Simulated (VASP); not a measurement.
# Sn2Bi2Te (P6mm) in VASP: notebook, part 2 of 2

VASP 6.6.1. Earlier steps stand in the parts before.

## Step 5: Relaxation of cell and atoms, PBE

This run uses another cell than the first one.

The input, INCAR:

```
ALGO = Fast
EDIFF = 1E-6
EDIFFG = -0.04
ENCUT = 600
GGA = PE
IBRION = 2
ISIF = 3
ISMEAR = 0
LASPH = True
LCHARG = False
LREAL = False
LWAVE = False
NELM = 80
NSW = 90
PREC = Accurate
SIGMA = 0.1
```

The input, KPOINTS:

```
k-points
0
Gamma
  6 6 2
```

The input, POSCAR:

```
Sn2Bi2Te
1.0
    4.6150927800      0.0000000000      0.0000000000
   -2.3075463900      3.9967875900      0.0000000000
    0.0000000000      0.0000000000      9.5135790000
Sn Bi Te
2 2 1
Direct
    0.3333333300      0.6666666700      0.0793544700
    0.6666666700      0.3333333300      0.0793544700
    0.3333333300      0.6666666700      0.4738880600
    0.6666666700      0.3333333300      0.4738880600
    0.0000000000      0.0000000000      0.2969180000
```

Run with:

```sh
$ cat potpaw_PBE.64/Sn_d/POTCAR potpaw_PBE.64/Bi_d/POTCAR potpaw_PBE.64/Te/POTCAR > POTCAR
$ mpirun -np 1 vasp_std > vasp.out
```

It took 28 min on 1 thread of Intel Xeon 6975P-C (Granite Rapids), shared host; peak memory 0.48 GiB.

The run converged. Its results:

```
Free energy                           : -17.6673 eV
Relaxed volume                        : 42.30 Å³/atom
Relaxed cell                          : a = 5.559 Å, b = 5.559 Å, c = 7.903 Å, α = 90.00°, β = 90.00°, γ = 120.00°
Space group after relaxing (to 0.1 Å) : P6mm (No. 183)
Energy gained by relaxing             : 889.5 meV/atom
Ionic steps                           : 22
Pressure after relaxing               : 0.0 GPa
Band gap on the k mesh                : zero (bands 32 and 33 overlap by 1.10 eV)
```

Forces in eV/Å, atoms in the order of the input:
```
Sn   0.000  0.000  0.000
Sn   0.000  0.000  0.000
Bi   0.000  0.000  0.001
Bi   0.000  0.000  0.001
Te   0.000  0.000 -0.003
```

Step by step:
```
step  energy change (eV)  largest force (eV/Å)  pressure (GPa)  volume (Å³)
   1              0.0000                1.7205           19.02       175.48
   2             -2.0071                0.7327           -4.52       300.80
   3             -3.3007                0.5490           -0.54       235.79
   4             -3.3003                0.5603           -0.38       234.48
   5             -3.4029                0.5584           -0.38       230.80
   6             -3.8254                0.5657           -0.31       219.24
   7             -4.1590                1.1934            3.01       193.79
   8             -4.1904                0.4597            0.47       207.91
   9             -4.3054                0.3465            1.38       200.97
  10             -4.3386                0.3960            0.11       207.65
  11             -4.3486                0.3775            0.48       205.48
  12             -4.3660                0.3526           -0.24       209.25
  13             -4.3661                0.3502           -0.28       209.52
  14             -4.3764                0.3266           -0.14       208.74
  15             -4.3906                0.2709            0.24       206.91
  16             -4.3923                0.2430            0.45       206.01
  17             -4.3974                0.2353            0.45       206.18
  18             -4.4112                0.2001            0.43       206.69
  19             -4.4321                0.1210            0.39       207.71
  20             -4.4439                0.1085            0.36       209.76
  21             -4.4449                0.0730            0.39       209.31
  22             -4.4477                0.0026            0.03       211.50
```

Final structure:
```
CELL_PARAMETERS angstrom
5.55897 0.00000 0.00000
-2.77949 4.81421 0.00000
0.00000 0.00000 7.90303
ATOMIC_POSITIONS crystal
Sn 0.33333 0.66667 0.10398
Sn 0.66667 0.33333 0.10398
Bi 0.33333 0.66667 0.48647
Bi 0.66667 0.33333 0.48647
Te 0.00000 0.00000 0.22250
```

Levels at points of the mesh, in eV from the Fermi level:
```tsv
k point	band 29	band 30	band 31	band 32	band 33	band 34	band 35	band 36
(0.00, 0.00, 0.00)	-2.54	-2.54	-0.92	-0.92	-0.80	0.31	1.65	1.65
(0.50, 0.00, 0.00)	-2.09	-1.44	-0.30	-0.28	1.09	1.93	2.34	2.72
(0.00, 0.00, 0.50)	-2.50	-2.50	-1.01	-1.01	-0.61	0.34	0.80	1.56
(0.50, 0.00, 0.50)	-1.98	-1.05	-0.32	-0.04	1.15	1.56	1.79	2.27
```

Caveat: the volume moved by over 15 % at a fixed basis, so the end points are rough; spin-orbit coupling is left out, which moves the levels of the heavy elements.

## Step 6: Relaxation of cell and atoms, PBE

This run uses another cell than the first one, of 35.07 Å³/atom.

The input, INCAR:

```
SYSTEM = Sn2Bi2Te
ALGO = Fast
EDIFF = 1E-6
EDIFFG = -0.04
ENCUT = 600
GGA = PE
IBRION = 2
ISIF = 3
ISMEAR = 0
LASPH = .TRUE.
LCHARG = .FALSE.
LREAL = .FALSE.
LWAVE = .FALSE.
NELM = 100
NSW = 90
PREC = Accurate
SIGMA = 0.1
```

The input, KPOINTS:

```
k-points
0
G
  6 6 4
  0 0 0
```

The input, POSCAR:

```
Sn2Bi2Te
1.0
    5.5269524186      0.0000000000      0.0000000000
   -2.7634762093      4.7864812000      0.0000000000
    0.0000000000      0.0000000000      6.6274694870
Sn Bi Te
2 2 1
Direct
    0.3333333333      0.6666666667      0.0622201811
    0.6666666667      0.3333333333      0.0622201811
    0.3333333333      0.6666666667      0.5769866892
    0.6666666667      0.3333333333      0.5769866892
    0.0000000000      0.0000000000      0.1249893195
```

Potentials or basis: VASP PAW PBE potentials, release 64 (Sn_d, Bi_d, Te).

Run with:

```sh
$ cat potpaw_PBE.64/Sn_d/POTCAR potpaw_PBE.64/Bi_d/POTCAR potpaw_PBE.64/Te/POTCAR > POTCAR
$ mpirun -np 1 vasp_std > vasp.out
```

It took 17 min on 1 thread of Intel Xeon 6975P-C (Granite Rapids), shared host; peak memory 0.49 GiB.

The run converged. Its results:

| Property | Result |
| --- | --- |
| Free energy | -18.3640 eV |
| Relaxed volume | 34.53 Å³/atom |
| Relaxed cell | a = 5.558 Å, b = 5.558 Å, c = 6.454 Å, α = 90.00°, β = 90.00°, γ = 120.00° |
| Space group after relaxing (to 0.1 Å) | P6mm (No. 183) |
| Energy gained by relaxing | 8.2 meV/atom |
| Ionic steps | 12 |
| Pressure after relaxing | 0.1 GPa |
| Largest force after relaxing | 0.008 eV/Å |
| Band gap on the k mesh | zero (bands 32 and 33 overlap by 1.54 eV) |

Forces on the atoms (eV/Å):
```
Sn   0.000  0.000  0.004
Sn   0.000  0.000  0.004
Bi   0.000  0.000 -0.007
Bi   0.000  0.000 -0.007
Te   0.000  0.000  0.008
```

The path:
| step | energy change (eV) | largest force (eV/Å) | pressure (GPa) | volume (Å³) |
| --- | --- | --- | --- | --- |
| 1 | 0.0000 | 0.1122 | -0.28 | 175.33 |
| 2 | -0.0329 | 0.1175 | -0.13 | 173.74 |
| 3 | -0.0341 | 0.1150 | -0.09 | 173.41 |
| 4 | -0.0341 | 0.1142 | -0.07 | 173.38 |
| 5 | -0.0350 | 0.1051 | 0.02 | 172.90 |
| 6 | -0.0355 | 0.0865 | 0.27 | 171.89 |
| 7 | -0.0359 | 0.0806 | 0.31 | 171.91 |
| 8 | -0.0369 | 0.0711 | 0.27 | 171.99 |
| 9 | -0.0386 | 0.0503 | 0.23 | 172.14 |
| 10 | -0.0406 | 0.0143 | 0.19 | 172.44 |
| 11 | -0.0398 | 0.0460 | 0.07 | 173.03 |
| 12 | -0.0409 | 0.0076 | 0.15 | 172.66 |

Final structure:
```
CELL_PARAMETERS angstrom
5.55791 0.00000 0.00000
-2.77896 4.81330 0.00000
0.00000 0.00000 6.45403
ATOMIC_POSITIONS crystal
Sn 0.33333 0.66667 0.06735
Sn 0.66667 0.33333 0.06735
Bi 0.33333 0.66667 0.58109
Bi 0.66667 0.33333 0.58109
Te 0.00000 0.00000 0.10654
```

Levels at points of the mesh, in eV from the Fermi level:
| k point | band 30 | band 31 | band 32 | band 33 | band 34 | band 35 |
| --- | --- | --- | --- | --- | --- | --- |
| (0.00, 0.00, 0.00) | -2.76 | -1.00 | -0.86 | -0.86 | -0.48 | 1.59 |
| (0.50, 0.00, 0.00) | -1.58 | -1.17 | -0.05 | 1.45 | 1.90 | 2.11 |
| (0.00, 0.00, 0.50) | -2.15 | -1.81 | -1.81 | -0.90 | 1.00 | 1.15 |
| (0.50, 0.00, 0.50) | -0.34 | 0.27 | 0.64 | 0.76 | 1.23 | 1.73 |

Caveat: spin-orbit coupling is left out, which moves the levels of the heavy elements.

## Step 7: Summary

| task | cell | k mesh | cutoff (eV) | gap on the mesh (eV) | pressure (GPa) | relaxed volume (Å³/atom) | largest force (eV/Å) |
| --- | --- | --- | --- | --- | --- | --- | --- |
| single point | a = 5.563, b = 5.563, c = 6.469 Å, angles 90.0, 90.0, 120.0°, 5 atoms, atomic positions A | 6 × 6 × 4 | 520 | none | -0.1 | - | 0.02 |
| single point | a = 4.615, b = 4.615, c = 9.514 Å, angles 90.0, 90.0, 120.0°, 5 atoms, atomic positions B | 6 × 6 × 2 | 520 | none | 19.0 | - | 1.72 |
| single point | a = 5.527, b = 5.527, c = 6.627 Å, angles 90.0, 90.0, 120.0°, 5 atoms, atomic positions C | 6 × 6 × 2 | 520 | none | -0.1 | - | 0.02 |
| relaxation of cell and atoms | relaxed from a = 4.615, b = 4.615, c = 9.514 Å, angles 90.0, 90.0, 120.0°, 5 atoms, atomic positions B | 6 × 6 × 2 | 600 | none | 0.0 | 42.30 | - |
| relaxation of cell and atoms | relaxed from a = 5.527, b = 5.527, c = 6.627 Å, angles 90.0, 90.0, 120.0°, 5 atoms, atomic positions C | 6 × 6 × 4 | 600 | none | 0.1 | 34.53 | 0.01 |

Alike in all rows: level PBE; potentials or basis VASP PAW PBE potentials, release 64 (Sn_d, Bi_d, Te); no spin polarisation; smearing gaussian 0.1 eV.

Caveats: some runs use coarse meshes; spin-orbit coupling is left out, which moves the levels of the heavy elements; the cell stands under pressure (at least some runs); forces of over 1 eV/Å act on the atoms, so gaps and moduli don't describe the material at rest (at least some runs); the volume moved by over 15 % at a fixed basis, so the end points are rough (at least some runs).

Total energies depend on the potentials used, so only differences within one code and one set of settings carry meaning.
